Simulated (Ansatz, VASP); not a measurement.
# BAs in VASP and in Ansatz

The input INCAR:

```
ALGO     = Normal         # electronic algorithm
EDIFF    = 1E-6           # SCF threshold, eV
ENCUT    = 500            # plane-wave cutoff, eV
GGA      = PE             # functional
GGA_COMPAT= F            
ISIF     = 2              # what is computed and relaxed
ISMEAR   = 0              # smearing method
LASPH    = T              # aspherical terms in the spheres
LCHARG   = F              # write CHGCAR
LREAL    = F              # projectors in reciprocal space
LWAVE    = F              # write WAVECAR
NBANDS   = 11             # bands
NELM     = 120            # most SCF steps
PREC     = Accurate       # precision mode
SIGMA    = 0.01           # smearing width, eV
```

File KPOINTS:

```
k-points
0
Gamma
  8 8 8
```

Contents of POSCAR:

```
BAs
1.0
    0.0000000000      2.3801163313      2.3801163313
    2.3801163313      0.0000000000      2.3801163313
    2.3801163313      2.3801163313      0.0000000000
B As
1 1
Direct
    0.0000000000      0.0000000000      0.0000000000
    0.2500000000      0.2500000000      0.2500000000
```

Input for Ansatz:

```yaml
crystal:
  lattice:
    - [0.0, 2.3801163313, 2.3801163313]
    - [2.3801163313, 0.0, 2.3801163313]
    - [2.3801163313, 2.3801163313, 0.0]
  atoms:
    - { symbol: B, position: [0.0, 0.0, 0.0] }
    - { symbol: As, position: [0.25, 0.25, 0.25] }
kpoints:
  mp_grid: { grid: [8, 8, 8] }
hamiltonian:
  xc: pbe
scf:
  occupations: { method: fixed }
  n_extra_bands: 4
output:
  forces: true
  stress: true
  eigenvalues: true
```

Alike in both runs: task single point; functional PBE; k mesh 8 × 8 × 8; no spin polarisation.

```csv
,VASP,Ansatz
version,VASP 6.6.1,Ansatz 0.2.0
potentials or method,"VASP PAW PBE potentials, release 64 (B, As)","plane waves, PAW"
plane-wave cutoff (eV),500,420
occupations,"gaussian, width 0.01 eV",fixed
valence electrons in the cell,8,18
```

```tsv
	VASP	Ansatz	Ansatz less VASP
gap on the k mesh at the Fermi level (eV)	1.18	1.19	+0.009
pressure (GPa)	5.0	4.3	-0.69
```

VASP's potentials hold 8 valence electrons a cell and Ansatz's 18, so a difference there can come from the potentials and not from the codes.
